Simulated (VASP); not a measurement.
A run of VASP 6.6.1 is set up as follows.

Contents of INCAR:

```
PREC = Accurate ; ENCUT = 520
EDIFF = 1E-6 ; ISMEAR = -1
SIGMA = 0.05 ; LREAL = F
LASPH = T ; NELM = 80
ALGO = Normal ; ISIF = 2
LWAVE = F ; LCHARG = F
GGA = PE ; NBANDS = 27
```

The input KPOINTS:

```
regular mesh
0
Gamma
  7 7 6
```

POSCAR

```
InSe
1.0
    5.8649793859     -2.0682562983      0.0000000000
    5.8649793859      2.0682562983      0.0000000000
   -1.7346454858      0.0000000000      4.8029471088
In Se
2 2
Direct
    0.8882032500      0.8882032500      0.0468413600
    0.1117967500      0.1117967500      0.9531586400
    0.6609275900      0.6609275900      0.6689556200
    0.3390724100      0.3390724100      0.3310443800
```

Potentials or basis: VASP PAW PBE potentials, release 64 (In_d, Se).

Run with:

```bash
$ cat potpaw_PBE.64/In_d/POTCAR potpaw_PBE.64/Se/POTCAR > POTCAR
$ mpirun -np 1 vasp_std > vasp.out
```

Estimate the pressure.

0.6 GPa.

What does it give for the band gap on the k mesh?

1.10 eV (least direct gap 1.16 eV).

Forces on the atoms (eV/Å):
```
In  -0.015  0.000 -0.012
In   0.015  0.000  0.012
Se   0.008  0.000 -0.101
Se  -0.008  0.000  0.101
```

Caveat: spin-orbit coupling is left out, which moves the levels of the heavy elements. A k mesh can miss the band edges.
